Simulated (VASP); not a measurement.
Here is a VASP 6.6.1 calculation.

File INCAR:

```
SYSTEM = AlSn
PREC = Accurate
ENCUT = 600
EDIFF = 1E-6
ISMEAR = -1
SIGMA = 0.05
LREAL = .FALSE.
LASPH = .TRUE.
NELM = 100
ALGO = Fast
ISIF = 3
LWAVE = .FALSE.
LCHARG = .FALSE.
GGA = PS
IVDW = 12
IBRION = 2
NSW = 60
EDIFFG = -0.01
```

The input KPOINTS:

```
Automatic mesh
0
G
  7 7 8
  0 0 0
```

File POSCAR:

```
AlSn
1.0
    4.1981056157      0.0000000000      0.0000000000
   -2.0990528078      3.6356661109      0.0000000000
    0.0000000000      0.0000000000      3.3068470000
Sn Al
1 1
Direct
    0.3333333333      0.6666666667      0.5000000000
    0.0000000000      0.0000000000      0.0000000000
```

Potentials or basis: VASP PAW PBE potentials, release 64 (Sn_d, Al).

Run with:

```sh
$ cat potpaw_PBE.64/Sn_d/POTCAR potpaw_PBE.64/Al/POTCAR > POTCAR
$ mpirun -np 1 vasp_std > vasp.out
```

Q: What does it give for the dispersion energy per atom?

A: -0.328 eV.

Q: Estimate the relaxed cell.

A: a = 4.081 Å, b = 4.081 Å, c = 3.254 Å, α = 90.00°, β = 90.00°, γ = 120.00°.

Q: What does it give for the relaxed volume?

A: 23.47 Å³/atom.

The path:
```csv
step,energy change (eV),largest force (eV/Å),pressure (GPa),volume (Å³)
1,0.0000,0.0000,-3.75,50.47
2,-0.0416,0.0000,0.96,46.28
3,-0.0437,0.0000,0.07,46.97
4,-0.0437,0.0000,-0.14,47.04
5,-0.0450,0.0000,-0.05,46.97
6,-0.0452,0.0000,-0.07,46.93
7,-0.0452,0.0000,-0.05,46.93
8,-0.0452,0.0000,-0.05,46.94
```

Caveat: the PAW data sets were made with another functional, which shifts forces and pressure a little; pairwise dispersion overbinds metals, which lowers pressure and volume.
